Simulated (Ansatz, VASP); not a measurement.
# One calculation of Al2Cu, two programs

Contents of INCAR:

```
SYSTEM = Al2Cu
PREC     = Accurate       ! precision mode
ENCUT    = 520            ! plane-wave cutoff, eV
EDIFF    = 1E-6           ! SCF threshold, eV
ISMEAR   = 0              ! smearing method
SIGMA    = 0.15           ! smearing width, eV
LREAL    = .FALSE.        ! projectors in reciprocal space
LASPH    = .TRUE.         ! aspherical terms in the spheres
NELM     = 60             ! most SCF steps
ALGO     = Fast           ! electronic algorithm
ISIF     = 2              ! what is computed and relaxed
LWAVE    = .FALSE.        ! write WAVECAR
LCHARG   = .TRUE.         ! write CHGCAR
GGA      = PE             ! functional
LELF     = .TRUE.         ! ELF
LVHAR    = .TRUE.       
NBANDS   = 16             ! bands
```

Contents of KPOINTS:

```
regular mesh
0
G
  10 10 14
  0 0 0
```

Contents of POSCAR:

```
Al2Cu
1.0
    3.9288000000      0.0000000000      0.0000000000
    0.0000000000      3.9288000000      0.0000000000
    0.0000000000      0.0000000000      2.8078000000
Al Cu
2 1
Direct
    0.5000000000      0.0000000000      0.5000000000
    0.0000000000      0.5000000000      0.5000000000
    0.0000000000      0.0000000000      0.0000000000
```

Input for Ansatz:

```yaml
crystal:
  lattice:
    - [3.9288, 0.0, 0.0]
    - [0.0, 3.9288, 0.0]
    - [0.0, 0.0, 2.8078]
  atoms:
    - { symbol: Al, position: [0.5, 0.0, 0.5] }
    - { symbol: Al, position: [0.0, 0.5, 0.5] }
    - { symbol: Cu, position: [0.0, 0.0, 0.0] }
basis:
  ecutwfc: 520.0
kpoints:
  mp_grid: { grid: [10, 10, 14] }
hamiltonian:
  xc: pbe
  pseudopotentials: { kind: paw, azcp: { folder: soft_1 } }
scf:
  occupations: { method: gaussian, width: 0.15 }
output:
  forces: true
  stress: true
  eigenvalues: true
```

Alike in both runs: task single point; functional PBE; k mesh 10 × 10 × 14; occupations gaussian, width 0.15 eV; no spin polarisation.

|  | VASP | Ansatz |
| --- | --- | --- |
| version | VASP 6.6.1 | Ansatz 0.2.0 |
| potentials or method | VASP PAW PBE potentials, release 64 (Al, Cu), cutoff 520 eV | scalar-relativistic, plane waves, PAW |
| valence electrons in the cell | 17 | 25 |

VASP gave:

```
gap on the k mesh at the Fermi level (eV)                     : none
pressure (GPa)                                                : 15.6
traceless stress, the component that is largest in VASP (GPa) : -1.78
```

Question: Which values does Ansatz return?

Answer: gap on the k mesh at the Fermi level (eV): none; pressure (GPa): 14.7; traceless stress, the component that is largest in VASP (GPa): -1.80.

A gap of «none» marks a metal or a gap that the smearing closes. With one functional, cell and mesh, what is left measures potentials, basis and numerics. VASP's potentials hold 17 valence electrons a cell and Ansatz's 25, so a difference there can come from the potentials and not from the codes.
